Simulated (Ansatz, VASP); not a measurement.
Ge in VASP and in Ansatz

```xyz
9
Lattice="5.8729 0.0000 0.0000 -2.9365 5.0861 0.0000 0.0000 0.0000 7.2073" Properties=species:S:1:pos:R:3 pbc="T T T"
Ge   -1.0265    2.0228    2.5127
Ge    1.6979    3.1857    4.9151
Ge   -0.6714    4.9637    0.1102
Ge    0.6714    4.9637    2.2922
Ge    1.0265    2.0228    7.0971
Ge   -1.6979    3.1857    4.6947
Ge    1.5274    2.5089    2.4024
Ge    2.9365    0.0683    4.8049
Ge    4.3455    2.5089    0.0000
```

Alike in both runs: functional PBE; k mesh 6 × 6 × 4; occupations gaussian, width 0.1 eV; no spin polarisation.

Ansatz relaxed the structure, and its values are those at the end. VASP's run is a single point on that final structure, the one shown.

|  | VASP | Ansatz |
| --- | --- | --- |
| version | VASP 6.6.1 | Ansatz 0.2.0 |
| potentials or method | VASP PAW PBE potentials, release 64 (Ge_d), cutoff 520 eV | scalar-relativistic, plane waves, PAW |
| valence electrons in the cell | 126 | 126 |

```csv
,VASP,Ansatz,Ansatz less VASP
gap on the k mesh at the Fermi level (eV),none,none,-
pressure (GPa),0.0,0.0,+0.01
rms of the force components (eV/Å),0.007,0.008,+0.0010
```

A gap of «none» marks a metal or a gap that the smearing closes. The functional is the same, so the differences come from potentials, cutoffs and numerics.
